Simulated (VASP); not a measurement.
Wanted: the native input for a VASP 6.6.1 run.

* Task: single point
* Functional: PBE
* Potentials or basis: VASP PAW PBE potentials, release 64 (Y_sv, Cl, Li_sv, Zn)
* Cutoff: 520 eV
* k mesh: 6 × 6 × 6
* Occupations: fermi-dirac, width 0.0454 eV
* Spin: no spin polarisation
* Dipole correction: no
* Further INCAR settings: ALGO = Normal; EDIFF = 1e-07; NBANDS = 51

The structure of LiYZn2Cl6 lies in POSCAR:

```
LiYZn2Cl6
1.0
    0.0000000000      4.8974840000      4.8974840000
    4.8974840000      0.0000000000      4.8974840000
    4.8974840000      4.8974840000      0.0000000000
Y Cl Li Zn
1 6 1 2
Direct
    0.0000000000      0.0000000000      0.0000000000
    0.7495400000      0.2504600000      0.2504600000
    0.2504600000      0.7495400000      0.2504600000
    0.2504600000      0.7495400000      0.7495400000
    0.7495400000      0.2504600000      0.7495400000
    0.2504600000      0.2504600000      0.7495400000
    0.7495400000      0.7495400000      0.2504600000
    0.5000000000      0.5000000000      0.5000000000
    0.2500000000      0.2500000000      0.2500000000
    0.7500000000      0.7500000000      0.7500000000
```

These files were run (other wordings do the same):

INCAR

```
PREC = Accurate
ENCUT = 520
EDIFF = 1E-7
ISMEAR = -1
SIGMA = 0.0454
LREAL = F
LASPH = T
NELM = 100
ALGO = Normal
ISIF = 2
LWAVE = F
LCHARG = F
GGA = PE
NBANDS = 51
```

KPOINTS

```
Automatic mesh
0
Gamma
  6 6 6
```

Potentials or basis: VASP PAW PBE potentials, release 64 (Y_sv, Cl, Li_sv, Zn).

Launch:

```sh
$ cat potpaw_PBE.64/Y_sv/POTCAR potpaw_PBE.64/Cl/POTCAR potpaw_PBE.64/Li_sv/POTCAR potpaw_PBE.64/Zn/POTCAR > POTCAR
$ mpirun -np 1 vasp_std > vasp.out
```

Results of the run:

```yaml
Largest_force: 1.609 eV/Å
Band_gap_on_the_k_mesh: zero (bands 40 and 41 overlap by 1.23 eV)
```

Caveat: forces of over 1 eV/Å act on the atoms, so gaps and moduli don't describe the material at rest.

It took 4.8 min on 1 thread of Intel(R) Xeon(R) Platinum 8259CL CPU @ 2.50GHz (Skylake/Cascade Lake), with other jobs on the host, peak memory 0.51 GiB.
